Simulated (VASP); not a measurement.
## Ta2Bi2O: relaxation of cell and atoms with PBE

Ta2Bi2O:

```xyz
5
Lattice="4.4301 0.0000 0.0000 -2.2150 3.8365 0.0000 0.0000 0.0000 6.2786" Properties=species:S:1:pos:R:3 pbc="T T T"
Ta    0.0000    2.5577    1.7599
Ta    0.0000    2.5577    4.5187
Bi    2.2150    1.2788    0.0000
Bi    0.0000    0.0000    3.1393
O     2.2150    1.2788    3.1393
```

The cell was generated, and may not be a known phase.

```yaml
Program: VASP 6.6.1
Task: relaxation of cell and atoms
Functional: PBE
Potentials_or_basis: VASP PAW PBE potentials, release 64 (Ta_pv, Bi_d, O)
Cutoff: 600 eV
k_mesh: 12 × 12 × 6
Occupations: gaussian, width 0.1 eV
Spin: no spin polarisation
Dipole_correction: no
Further_INCAR_settings: ALGO = Normal; EDIFF = 1e-07; IBRION = 2; EDIFFG = -0.01; NSW = 100; ISIF = 3
```

| Item | Value |
| --- | --- |
| Relaxed volume | 21.19 Å³/atom |
| Relaxed cell | a = 4.433 Å, b = 4.433 Å, c = 6.226 Å, α = 90.00°, β = 90.00°, γ = 120.00° |
| Space group after relaxing (to 0.1 Å) | P-6m2 (No. 187) |
| Energy gained by relaxing | 0.6 meV/atom |
| Ionic steps | 8 |
| Pressure after relaxing | 0.0 GPa |
| Band gap on the k mesh | zero (bands 29 and 30 overlap by 0.37 eV) |

Step by step:
```tsv
step	energy change (eV)	largest force (eV/Å)	pressure (GPa)	volume (Å³)
1	0.0000	0.0990	-0.35	106.71
2	-0.0012	0.1019	0.27	105.98
3	-0.0012	0.1018	0.23	106.03
4	-0.0023	0.0193	0.07	106.01
5	-0.0023	0.0117	0.01	106.00
6	-0.0023	0.0187	-0.01	106.00
7	-0.0027	0.0100	0.00	105.98
8	-0.0028	0.0001	0.01	105.96
```

Final structure:
```cif
data_structure
_symmetry_space_group_name_H-M 'P 1'
_symmetry_Int_Tables_number 1
_cell_length_a 4.4330
_cell_length_b 4.4330
_cell_length_c 6.2263
_cell_angle_alpha 90.000
_cell_angle_beta 90.000
_cell_angle_gamma 120.000
_cell_volume 105.96
loop_
_atom_site_label
_atom_site_type_symbol
_atom_site_fract_x
_atom_site_fract_y
_atom_site_fract_z
_atom_site_occupancy
Ta1 Ta 0.33333 0.66667 0.27753 1
Ta2 Ta 0.33333 0.66667 0.72247 1
Bi1 Bi 0.66667 0.33333 0.00000 1
Bi2 Bi 0.00000 0.00000 0.50000 1
O1 O 0.66667 0.33333 0.50000 1
```

Levels at points of the mesh, in eV from the Fermi level:
```csv
k point,band 26,band 27,band 28,band 29,band 30,band 31,band 32,band 33
"(0.00, 0.00, 0.00)",-1.55,-0.34,-0.34,-0.15,-0.15,0.39,0.39,1.50
"(0.50, 0.00, 0.00)",-1.97,-0.84,-0.81,-0.68,0.12,0.35,0.56,1.28
"(0.00, 0.00, 0.50)",-2.15,-2.15,-1.42,-0.95,0.13,0.13,0.47,0.66
"(0.50, 0.00, 0.50)",-2.26,-1.51,-1.18,-0.86,0.43,0.46,0.49,0.56
```

It took 17 min on 1 thread of Intel(R) Xeon(R) 6975P-C (Granite Rapids), with other jobs on the host, peak memory 0.48 GiB.

Caveat: spin-orbit coupling is left out, which moves the levels of the heavy elements.
